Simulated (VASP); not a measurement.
# MgO (P-6m2) in VASP: a series of runs, part 2 of 2

VASP 6.6.1.

## Step 4: Single point, r2SCAN (strain -0.0750 x Voigt [1, 1, 0, 0, 0, 0])

File POSCAR:

```
MgO
1.0
    2.7176693356      0.0000000000      0.0000000000
   -1.3588346678      2.3535706838      0.0000000000
    0.0000000000      0.0000000000      2.6796800000
Mg O
1 1
Direct
    0.0000000000      0.0000000000      0.0000000000
    0.3333333333      0.6666666667      0.5000000000
```

File INCAR.step1:

```
SYSTEM = MgO
  ALGO = Normal
  EDIFF = 1E-4
  ENCUT = 520
  GGA = PE
  ISMEAR = 0
  LASPH = .True.
  LCHARG = .False.
  LREAL = .False.
  LWAVE = .True.
  NBANDS = 11
  NELM = 60
  PREC = Accurate
  SIGMA = 0.05
```

File INCAR.step2:

```
SYSTEM = MgO
  ALGO = Normal
  EDIFF = 1E-6
  ENCUT = 520
  ISIF = 2
  ISMEAR = 0
  ISTART = 1
  LASPH = .True.
  LCHARG = .False.
  LMIXTAU = .True.
  LREAL = .False.
  LWAVE = .False.
  METAGGA = R2SCAN
  NBANDS = 11
  NELM = 60
  PREC = Accurate
  SIGMA = 0.05
```

File KPOINTS:

```
k-points
0
Gamma
  9 9 8
  0 0 0
```

Potentials or basis: VASP PAW PBE potentials, release 64 (Mg, O).

Launch:

```bash
$ cat potpaw_PBE.64/Mg/POTCAR potpaw_PBE.64/O/POTCAR > POTCAR
$ cp INCAR.step1 INCAR
$ mpirun -np 1 vasp_std > vasp.out
$ cp INCAR.step2 INCAR
$ mpirun -np 1 vasp_std > vasp.out
```

OUTCAR:

```text
SYSTEM = MgO
   EDIFF = 1E-6
   ENCUT = 520
   ISIF = 2
   ISMEAR = 0
   ISTART = 1
   LASPH = .True.
   LREAL = .False.
   METAGGA = R2SCAN
   NELM = 60
   PREC = Accurate

 ion  position               nearest neighbor table
   1  0.000  0.000  0.000-   2 2.06   2 2.06   2 2.06   2 2.06   2 2.06   2 2.06
   2  0.333  0.667  0.500-   1 2.06   1 2.06   1 2.06   1 2.06   1 2.06   1 2.06

  LATTYP: Found a hexagonal cell.
 ALAT       =     2.7176693356
 C/A-ratio  =     0.9860213547

  Lattice vectors:

 A1 = (   2.7176693356,   0.0000000000,   0.0000000000)
 A2 = (  -1.3588346678,   2.3535706838,   0.0000000000)
 A3 = (   0.0000000000,   0.0000000000,   2.6796800000)

Analysis of symmetry for initial positions (statically):
=====================================================================
 Subroutine PRICEL returns:
 Original cell was already a primitive cell.

 Routine SETGRP: Setting up the symmetry group for a
 hexagonal supercell.

 Subroutine GETGRP returns: Found 12 space group operations
 (whereof 12 operations were pure point group operations)
 out of a pool of 24 trial point group operations.

The static configuration has the point symmetry D_3h.

[... 164 lines left out ...]
 fundamental gap:      4.4967249778
 Fermi energy:         4.6680509472

 k-point     1 :       0.0000    0.0000    0.0000
  band No.  band energies     occupation
      1     -14.9992      2.00000
      2       3.0077      2.00000
      3       3.9966      2.00000
      4       3.9967      2.00000
      5       8.9297      0.00000
      6      17.4244      0.00000
      7      23.3628      0.00000
      8      23.3628      0.00000
      9      27.4582      0.00000
     10      27.9844      0.00000
     11      30.6499      0.00000
[... 309 lines left out ...]
 k-point    24 :       0.3333    0.3333    0.1250
  band No.  band energies     occupation
      1     -13.1645      2.00000
      2       0.2086      2.00000
      3       0.4001      2.00000
      4       3.0297      2.00000
      5      13.9803      0.00000
      6      18.1862      0.00000
      7      19.4033      0.00000
      8      23.3445      0.00000
      9      23.9890      0.00000
     10      30.0478      0.00000
     11      30.7995      0.00000

 [... further k-points ...]
[... 5 lines left out ...]
  --------------------------------------------------------------------------------------
  -------------------------------------------------------------------------------------
  Total        3.9397065      3.9397065     -1.2911570      0.0000000      0.0000000      0.0000000
  in kB      368.2711104    368.2711105   -120.6932122      0.0000000      0.0000000      0.0000000
  external PRESSURE =     205.2830029 kB  Pullay stress =       0.0000000 kB

 VOLUME and BASIS-vectors are now :
 -----------------------------------------------------------------------------
  energy-cutoff  :      520.00
  volume of cell :       17.14
      direct lattice vectors                 reciprocal lattice vectors
     2.717669336  0.000000000  0.000000000     0.367962352  0.212443163  0.000000000
    -1.358834668  2.353570684  0.000000000     0.000000000  0.424886326  0.000000000
     0.000000000  0.000000000  2.679680000     0.000000000  0.000000000  0.373178887

 POSITION                                       TOTAL-FORCE (eV/Angst)
 -----------------------------------------------------------------------------------
      0.00000      0.00000      0.00000        -0.000000      0.000000      0.000000
     -0.00000      1.56905      1.33984         0.000000      0.000000      0.000000
 -----------------------------------------------------------------------------------
    total drift:                                0.000000     -0.000000     -0.000000

  FREE ENERGIE OF THE ION-ELECTRON SYSTEM (eV)
  ---------------------------------------------------
  free  energy   TOTEN  =       -15.1601979943 eV

  energy  without entropy=      -15.1601979943  energy(sigma->0) =      -15.16019799
```

Wall time 27 s (1 thread of Intel Xeon 6975P-C, shared host); peak memory 0.13 GiB.

Results:

| Item | Value |
| --- | --- |
| Free energy | -15.1602 eV |
| Pressure | 20.5 GPa |
| Band gap on the k mesh | 4.50 eV, indirect (least direct gap 4.93 eV) |

Caveat: the cell differs from its parent crystal (strain -0.0750 x Voigt [1, 1, 0, 0, 0, 0]); the PAW data sets were made with another functional, which shifts forces and pressure a little. A k mesh can miss the band edges.

## Step 5: Single point, r2SCAN (strain -0.0375 x Voigt [1, 1, 0, 0, 0, 0])

File POSCAR:

```
MgO
1.0
    2.8278451195      0.0000000000      0.0000000000
   -1.4139225598      2.4489857115      0.0000000000
    0.0000000000      0.0000000000      2.6796800000
Mg O
1 1
Direct
    0.0000000000      0.0000000000      0.0000000000
    0.3333333333      0.6666666667      0.5000000000
```

File INCAR.step1:

```
SYSTEM = MgO
PREC = Accurate
ENCUT = 520
ISMEAR = 0
SIGMA = 0.05
LREAL = .FALSE.
LASPH = .TRUE.
NELM = 100
NBANDS = 11
GGA = PE
ALGO = Normal
EDIFF = 1E-4
LWAVE = .TRUE.
LCHARG = .FALSE.
```

File INCAR.step2:

```
SYSTEM = MgO
PREC = Accurate
ENCUT = 520
EDIFF = 1E-6
ISMEAR = 0
SIGMA = 0.05
LREAL = .FALSE.
LASPH = .TRUE.
NELM = 100
ALGO = Normal
ISIF = 2
LWAVE = .FALSE.
LCHARG = .TRUE.
METAGGA = R2SCAN
LMIXTAU = .TRUE.
LELF = .TRUE.
LVHAR = .TRUE.
NBANDS = 11
ISTART = 1
```

File KPOINTS:

```
Automatic mesh
0
G
  9 9 8
  0 0 0
```

Potentials or basis: VASP PAW PBE potentials, release 64 (Mg, O).

Launch:

```bash
$ cat potpaw_PBE.64/Mg/POTCAR potpaw_PBE.64/O/POTCAR > POTCAR
$ cp INCAR.step1 INCAR
$ mpirun -np 1 vasp_std > vasp.out
$ cp INCAR.step2 INCAR
$ mpirun -np 1 vasp_std > vasp.out
```

OUTCAR:

```text
SYSTEM = MgO
   PREC = Accurate
   ENCUT = 520
   EDIFF = 1E-6
   ISMEAR = 0
   LREAL = .FALSE.
   LASPH = .TRUE.
   NELM = 100
   ISIF = 2
   METAGGA = R2SCAN
   ISTART = 1

 ion  position               nearest neighbor table
   1  0.000  0.000  0.000-   2 2.11   2 2.11   2 2.11   2 2.11   2 2.11   2 2.11
   2  0.333  0.667  0.500-   1 2.11   1 2.11   1 2.11   1 2.11   1 2.11   1 2.11

  LATTYP: Found a hexagonal cell.
 ALAT       =     2.8278451195
 C/A-ratio  =     0.9476049383

  Lattice vectors:

 A1 = (   2.8278451195,   0.0000000000,   0.0000000000)
 A2 = (  -1.4139225598,   2.4489857115,   0.0000000000)
 A3 = (   0.0000000000,   0.0000000000,   2.6796800000)

Analysis of symmetry for initial positions (statically):
=====================================================================
 Subroutine PRICEL returns:
 Original cell was already a primitive cell.

 Routine SETGRP: Setting up the symmetry group for a
 hexagonal supercell.

 Subroutine GETGRP returns: Found 12 space group operations
 (whereof 12 operations were pure point group operations)
 out of a pool of 24 trial point group operations.

The static configuration has the point symmetry D_3h.

[... 165 lines left out ...]
 fundamental gap:      4.2366719178
 Fermi energy:         3.8355694250

 k-point     1 :       0.0000    0.0000    0.0000
  band No.  band energies     occupation
      1     -15.2419      2.00000
      2       2.7516      2.00000
      3       3.0878      2.00000
      4       3.0878      2.00000
      5       7.8034      0.00000
      6      16.5221      0.00000
      7      21.3515      0.00000
      8      21.3515      0.00000
      9      25.9006      0.00000
     10      26.2305      0.00000
     11      28.6910      0.00000
[... 309 lines left out ...]
 k-point    24 :       0.3333    0.3333    0.1250
  band No.  band energies     occupation
      1     -13.7435      2.00000
      2      -0.2286      2.00000
      3      -0.1302      2.00000
      4       2.6352      2.00000
      5      12.9561      0.00000
      6      17.2362      0.00000
      7      17.3017      0.00000
      8      22.4740      0.00000
      9      22.5401      0.00000
     10      27.6350      0.00000
     11      29.5062      0.00000

 [... further k-points ...]
[... 5 lines left out ...]
  --------------------------------------------------------------------------------------
  -------------------------------------------------------------------------------------
  Total        1.3974904      1.3974904     -1.1518991     -0.0000000      0.0000000      0.0000000
  in kB      120.6520260    120.6520260    -99.4489548     -0.0000000      0.0000000      0.0000000
  external PRESSURE =      47.2850324 kB  Pullay stress =       0.0000000 kB

 VOLUME and BASIS-vectors are now :
 -----------------------------------------------------------------------------
  energy-cutoff  :      520.00
  volume of cell :       18.56
      direct lattice vectors                 reciprocal lattice vectors
     2.827845120  0.000000000  0.000000000     0.353626156  0.204166156  0.000000000
    -1.413922560  2.448985712  0.000000000     0.000000000  0.408332313  0.000000000
     0.000000000  0.000000000  2.679680000     0.000000000  0.000000000  0.373178887

 POSITION                                       TOTAL-FORCE (eV/Angst)
 -----------------------------------------------------------------------------------
      0.00000      0.00000      0.00000        -0.000000      0.000000      0.000000
     -0.00000      1.63266      1.33984         0.000000     -0.000000      0.000000
 -----------------------------------------------------------------------------------
    total drift:                               -0.000003      0.000002     -0.000000

  FREE ENERGIE OF THE ION-ELECTRON SYSTEM (eV)
  ---------------------------------------------------
  free  energy   TOTEN  =       -15.3721546673 eV

  energy  without entropy=      -15.3721546673  energy(sigma->0) =      -15.37215467
```

Wall time 29 s (1 thread of Intel Xeon 6975P-C, shared host); peak memory 0.14 GiB.

Results:

* Free energy: -15.3722 eV
* Pressure: 4.7 GPa
* Band gap on the k mesh: 4.24 eV, indirect (least direct gap 4.72 eV)

Stress tensor (GPa, compression positive):
```
12.07  0.00  0.00
 0.00 12.07  0.00
 0.00  0.00 -9.94
```

Levels at points of the mesh, in eV from the valence-band top:
```csv
k point,band 1,band 2,band 3,band 4,band 5,band 6,band 7,band 8,band 9
"(0.00, 0.00, 0.00)",-18.81,-0.82,-0.48,-0.48,4.24,12.96,17.78,17.78,22.33
"(0.00, 0.00, 0.50)",-17.72,-5.87,0.00,0.00,10.14,10.28,19.27,19.27,20.67
```

Caveat: the cell differs from its parent crystal (strain -0.0375 x Voigt [1, 1, 0, 0, 0, 0]); the PAW data sets were made with another functional, which shifts forces and pressure a little. A k mesh can miss the band edges.

## Step 6: Single point, r2SCAN (strain +0.0375 x Voigt [1, 1, 0, 0, 0, 0])

File POSCAR:

```
MgO
1.0
    3.0481966873      0.0000000000      0.0000000000
   -1.5240983436      2.6398157669      0.0000000000
    0.0000000000      0.0000000000      2.6796800000
Mg O
1 1
Direct
    0.0000000000      0.0000000000      0.0000000000
    0.3333333333      0.6666666667      0.5000000000
```

File INCAR.step1:

```
SYSTEM = MgO
PREC = Accurate ; ENCUT = 520
ISMEAR = 0 ; SIGMA = 0.05
LREAL = .False. ; LASPH = .True.
NELM = 100 ; NBANDS = 11
GGA = PE ; ALGO = Normal
EDIFF = 1E-4 ; LWAVE = .True.
LCHARG = .False.
```

File INCAR.step2:

```
SYSTEM = MgO
PREC = Accurate ; ENCUT = 520
EDIFF = 1E-6 ; ISMEAR = 0
SIGMA = 0.05 ; LREAL = .False.
LASPH = .True. ; NELM = 100
ALGO = Normal ; ISIF = 2
LWAVE = .False. ; LCHARG = .False.
METAGGA = R2SCAN ; LMIXTAU = .True.
NBANDS = 11 ; ISTART = 1
```

File KPOINTS:

```
Automatic mesh
0
Gamma
  9 9 8
  0 0 0
```

Potentials or basis: VASP PAW PBE potentials, release 64 (Mg, O).

Launch:

```bash
$ cat potpaw_PBE.64/Mg/POTCAR potpaw_PBE.64/O/POTCAR > POTCAR
$ cp INCAR.step1 INCAR
$ mpirun -np 1 vasp_std > vasp.out
$ cp INCAR.step2 INCAR
$ mpirun -np 1 vasp_std > vasp.out
```

Run time: 32 s. Hardware: 1 thread of Intel Xeon 6975P-C, shared host; peak memory 0.15 GiB.

It converged, with:

* Free energy: -15.2775 eV
* Pressure: -13.7 GPa
* Band gap on the k mesh: 2.98 eV, indirect (least direct gap 3.31 eV)

Stress tensor (GPa, compression positive):
```
-18.81   0.00   0.00
  0.00 -18.81   0.00
  0.00   0.00  -3.58
```

Levels at points of the mesh, in eV from the valence-band top:
```tsv
k point	band 1	band 2	band 3	band 4	band 5	band 6	band 7	band 8	band 9
(0.00, 0.00, 0.00)	-18.31	-1.01	-1.01	-0.33	2.98	12.57	15.16	15.16	19.73
(0.00, 0.00, 0.50)	-17.30	-5.16	-0.44	-0.44	8.05	9.26	17.66	17.66	18.35
```

Caveat: the cell differs from its parent crystal (strain +0.0375 x Voigt [1, 1, 0, 0, 0, 0]); the PAW data sets were made with another functional, which shifts forces and pressure a little. A k mesh can miss the band edges.

## Step 7: The runs side by side

```csv
cell,gap on the mesh (eV),pressure (GPa)
"a = 2.497, b = 2.497, c = 2.680 Å, angles 90.0, 90.0, 120.0°, 2 atoms",4.36,74.8
"a = 2.607, b = 2.607, c = 2.680 Å, angles 90.0, 90.0, 120.0°, 2 atoms",4.56,43.1
"a = 2.718, b = 2.718, c = 2.680 Å, angles 90.0, 90.0, 120.0°, 2 atoms",4.50,20.5
"a = 2.828, b = 2.828, c = 2.680 Å, angles 90.0, 90.0, 120.0°, 2 atoms",4.24,4.7
"a = 3.048, b = 3.048, c = 2.680 Å, angles 90.0, 90.0, 120.0°, 2 atoms",2.98,-13.7
```

Alike in all rows: task single point; level r2SCAN; potentials or basis VASP PAW PBE potentials, release 64 (Mg, O); no spin polarisation; k mesh 9 × 9 × 8; cutoff (eV) 520; smearing gaussian 0.05 eV.

Caveats: the PAW data sets were made with another functional, which shifts forces and pressure a little.

Total energies depend on the potentials used, so only differences within one code and one set of settings carry meaning.
